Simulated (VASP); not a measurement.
LiGa, 4 atoms in the cell. Symmetry: Fd-3m, No. 227, cubic system. Conventional cell: a = 6.095 Å, b = 6.095 Å, c = 6.095 Å, α = 90.00°, β = 90.00°, γ = 90.00°. Within 3.5 Å of Li (site symmetry -43m) lie 4 Li at 2.64 Å and 10 Ga at 2.64 to 3.05 Å. Within 3.5 Å of Ga (site symmetry -43m) lie 10 Li at 2.64 to 3.05 Å and 4 Ga at 2.64 Å.  This cell differs from its parent crystal: volume scaled by 1.02.

```yaml
Program: VASP 6.6.1
Task: single point
Functional: LDA
Potentials_or_basis: VASP PAW LDA potentials, release 64 (Li_sv, Ga_d)
Cutoff: 520 eV
k_mesh: 12 × 12 × 12
Occupations: fermi-dirac, width 0.15 eV
Spin: no spin polarisation
Dipole_correction: no
Further_INCAR_settings: ALGO = Fast; EDIFF = 1e-06; NBANDS = 24
```

Potentials or basis: VASP PAW LDA potentials, release 64 (Li_sv, Ga_d).

The run is started by

```sh
$ cat potpaw_LDA.64/Li_sv/POTCAR potpaw_LDA.64/Ga_d/POTCAR > POTCAR
$ mpirun -np 1 vasp_std > vasp.out
```

Hardware: 1 thread of Oxide Virtual Turin-like Processor (shared host).

Question: How long does it take, and how much memory?

Answer: It took 2.5 min on 1 thread of Oxide Virtual Turin-like Processor, with other jobs on the host, peak memory 0.18 GiB. Counts: scf iterations 19, k points 72.
